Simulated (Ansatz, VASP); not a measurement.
This is a calculation of Ge for VASP 6.6.1.

The input INCAR:

```
SYSTEM = Ge
AGGAC = 1.0
AGGAX = 1.0
ALDAC = 0.0
ALDAX = 1.0
ALGO = Normal
EDIFF = 1E-6
EDIFFG = -0.02
ENCUT = 600
GGA = B5
IBRION = 2
ISIF = 3
ISMEAR = -1
LASPH = .TRUE.
LCHARG = .FALSE.
LREAL = .FALSE.
LWAVE = .FALSE.
NELM = 100
NSW = 80
PREC = Accurate
SIGMA = 0.05
```

The input KPOINTS:

```
k-points
0
G
  8 8 8
  0 0 0
```

Contents of POSCAR:

```
Ge
1.0
    0.0000000000      2.8289100000      2.8289100000
    2.8289100000      0.0000000000      2.8289100000
    2.8289100000      2.8289100000      0.0000000000
Ge
2
Direct
    0.7500000000      0.7500000000      0.7500000000
    0.5000000000      0.5000000000      0.5000000000
```

Potentials or basis: VASP PAW PBE potentials, release 64 (Ge_d).

Run with:

```bash
$ cat potpaw_PBE.64/Ge_d/POTCAR > POTCAR
$ mpirun -np 1 vasp_std > vasp.out
```

Problem. Set up the same calculation for Ansatz 0.2.0. Potentials there: all-electron LAPW, scalar-relativistic.

Solution. As run (the cutoff follows the program's own potentials):

File input.yaml:

```yaml
crystal:
  lattice:
    - [0.0, 2.82891, 2.82891]
    - [2.82891, 0.0, 2.82891]
    - [2.82891, 2.82891, 0.0]
  atoms:
    - { symbol: Ge, position: [0.75, 0.75, 0.75] }
    - { symbol: Ge, position: [0.5, 0.5, 0.5] }
kpoints:
  mp_grid: { grid: [8, 8, 8] }
scf:
  occupations: { method: fermi_dirac, width: 0.05 }
hamiltonian:
  xc: blyp
  pseudopotentials: { kind: all_electron, lapw: { basis_error: 0.001 } }
output:
  forces: true
  stress: true
relax:
  f_tol: 0.02
  max_steps: 60
  cell: {}
```

Potentials or basis: all-electron LAPW, scalar-relativistic.

Run with:

```bash
$ ansatz run input.yaml --threads 1 --pin off --max-ram 3072MiB --backend cpu --events-out ev --progress --plain --runs-dir out
```

Both were run:

|  | VASP | Ansatz | Ansatz less VASP |
| --- | --- | --- | --- |
| relaxed volume (Å³/atom) | 25.46 | 25.49 | +0.036 |
| relaxed cell length with the largest relative difference (Å) | 4.160 | 4.162 | +0.0020 |

VASP's potentials were made for PBE, not for BLYP. Ansatz ran all-electron here, and VASP with PAW potentials.
